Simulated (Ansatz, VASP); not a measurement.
## AlH2 in VASP and in Ansatz

```xyz
6
Lattice="-1.7808 1.7808 4.4762 1.7808 -1.7808 4.4762 1.7808 1.7808 -4.4762" Properties=species:S:1:pos:R:3 pbc="T T T"
Al    0.0000    0.0000    0.0000
Al    0.0000    1.7808    2.2381
H     0.0000    0.0000    1.8496
H     0.0000    1.7808    4.0877
H     0.0000    1.7808    0.3885
H     0.0000    0.0000    7.1029
```

Alike in both runs: task relaxation of cell and atoms; functional PBE; k mesh 6 × 6 × 6; occupations gaussian, width 0.1 eV; no spin polarisation.

|  | VASP | Ansatz |
| --- | --- | --- |
| version | VASP 6.6.1 | Ansatz 0.2.0 |
| potentials or method | VASP PAW PBE potentials, release 64 (Al, H), cutoff 600 eV | scalar-relativistic, plane waves, PAW |
| valence electrons in the cell | 10 | 10 |

Ansatz gave:

- gap on the k mesh at the Fermi level, each at its own relaxed structure (eV): none
- relaxed volume (Å³/atom): 10.54
- relaxed length of the cell vector where the two differ most in proportion (Å): 5.340

Question: What did VASP give for the same quantities?

Answer: gap on the k mesh at the Fermi level, each at its own relaxed structure (eV): none; relaxed volume (Å³/atom): 10.61; relaxed length of the cell vector where the two differ most in proportion (Å): 5.409.

A gap of «none» marks a metal or a gap that the smearing closes.

The k mesh is coarse, so the values compare programs but aren't converged.
